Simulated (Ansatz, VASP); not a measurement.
## One calculation of HPt6, two programs

The input INCAR:

```
PREC = Accurate ; ENCUT = 520
EDIFF = 1E-6 ; ISMEAR = 0
SIGMA = 0.1 ; LREAL = False
LASPH = True ; NELM = 80
ALGO = Normal ; ISIF = 2
LWAVE = False ; LCHARG = False
LDIPOL = True ; IDIPOL = 3
DIPOL = 0.5 0.5 0.300 ; GGA = PE
NBANDS = 74
```

KPOINTS

```
Automatic mesh
0
Gamma
  6 6 1
```

File POSCAR:

```
HPt6
1.0
    5.6145835605      0.0000000000      0.0000000000
   -2.8072917802      4.8623719950      0.0000000000
    0.0000000000      0.0000000000     22.6197373747
Pt H
12 2
Direct
    0.3333333333      0.1666666667      0.1768367127
    0.3333333333      0.6666666667      0.1768367127
    0.8333333333      0.1666666667      0.1768367127
    0.8333333333      0.6666666667      0.1768367127
    0.1666666667      0.3333333333      0.2789580515
    0.1666666667      0.8333333333      0.2789580515
    0.6666666667      0.3333333333      0.2789580515
    0.6666666667      0.8333333333      0.2789580515
    0.0000000000      0.0000000000      0.3810715055
    0.0000000000      0.5000000000      0.3810715055
    0.5000000000      0.0000000000      0.3810715055
    0.5000000000      0.5000000000      0.3810715055
    0.1892786072      0.3785572143      0.4292595097
    0.3107213928      0.6214427857      0.4292595097
```

Input for Ansatz:

```yaml
crystal:
  lattice:
    - [5.6145835605, 0.0, 0.0]
    - [-2.8072917802, 4.862371995, 0.0]
    - [0.0, 0.0, 22.6197373747]
  atoms:
    - { symbol: Pt, position: [0.3333333333, 0.1666666667, 0.1768367127] }
    - { symbol: Pt, position: [0.3333333333, 0.6666666667, 0.1768367127] }
    - { symbol: Pt, position: [0.8333333333, 0.1666666667, 0.1768367127] }
    - { symbol: Pt, position: [0.8333333333, 0.6666666667, 0.1768367127] }
    - { symbol: Pt, position: [0.1666666667, 0.3333333333, 0.2789580515] }
    - { symbol: Pt, position: [0.1666666667, 0.8333333333, 0.2789580515] }
    - { symbol: Pt, position: [0.6666666667, 0.3333333333, 0.2789580515] }
    - { symbol: Pt, position: [0.6666666667, 0.8333333333, 0.2789580515] }
    - { symbol: Pt, position: [0.0, 0.0, 0.3810715055] }
    - { symbol: Pt, position: [0.0, 0.5, 0.3810715055] }
    - { symbol: Pt, position: [0.5, 0.0, 0.3810715055] }
    - { symbol: Pt, position: [0.5, 0.5, 0.3810715055] }
    - { symbol: H, position: [0.1892786072, 0.3785572143, 0.4292595097] }
    - { symbol: H, position: [0.3107213928, 0.6214427857, 0.4292595097] }
basis:
  ecutwfc: 420
kpoints:
  mp_grid: { grid: [6, 6, 1] }
hamiltonian:
  xc: pbe
scf:
  occupations: { method: gaussian, width: 0.1 }
output:
  forces: true
  eigenvalues: true
efield:
  axis: 3
  dipole_correction: true
  ramp_width: 0.04
```

Alike in both runs: task single point; functional PBE; k mesh 6 × 6 × 1; occupations gaussian, width 0.1 eV; no spin polarisation.

```csv
,VASP,Ansatz
version,VASP 6.6.1,Ansatz 0.2.0
potentials or method,"VASP PAW PBE potentials, release 64 (Pt, H), cutoff 520 eV","scalar-relativistic, plane waves, PAW"
valence electrons in the cell,122,218
```

```csv
,VASP,Ansatz,Ansatz less VASP
gap on the k mesh at the Fermi level (eV),none,none,-
rms of the force components (eV/Å),0.257,0.261,+0.0034
```

Atom by atom the forces differ by 0.011 eV/Å (rms over components). A gap of «none» marks a metal or a gap that the smearing closes. The functional is the same, so the differences come from potentials, cutoffs and numerics. VASP's potentials hold 122 valence electrons a cell and Ansatz's 218, so a difference there can come from the potentials and not from the codes.

Neither program's run includes spin-orbit coupling.
